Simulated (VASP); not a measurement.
A run of VASP 6.6.1:

Contents of INCAR:

```
  PREC = Accurate
  ENCUT = 520
  EDIFF = 1E-6
  ISMEAR = -1
  SIGMA = 0.08
  LREAL = F
  LASPH = T
  NELM = 60
  ALGO = Normal
  ISIF = 2
  LWAVE = F
  LCHARG = F
  GGA = CA
  NBANDS = 17
```

The input KPOINTS:

```
regular mesh
0
Gamma
  15 15 8
```

The input POSCAR:

```
Hf
1.0
    3.1185569233      0.0000000000      0.0000000000
   -1.5592784616      2.7007495187      0.0000000000
    0.0000000000      0.0000000000      4.9461203476
Hf
2
Direct
    0.3333333333      0.6666666667      0.2500000000
    0.6666666667      0.3333333333      0.7500000000
```

Potentials or basis: VASP PAW LDA potentials, release 64 (Hf_pv).

Command:

```console
$ cat potpaw_LDA.64/Hf_pv/POTCAR > POTCAR
$ mpirun -np 1 vasp_std > vasp.out
```

Hardware: 1 thread of Intel(R) Xeon(R) Platinum 8259CL CPU @ 2.50GHz (Skylake/Cascade Lake) (shared host).

Task: How long does it take, and how much memory?

Result: Wall time 59 s on 1 thread of Intel(R) Xeon(R) Platinum 8259CL CPU @ 2.50GHz (Skylake/Cascade Lake), with other jobs on the host, peak memory 0.2 GiB. Counts: scf iterations 12, k points 135.
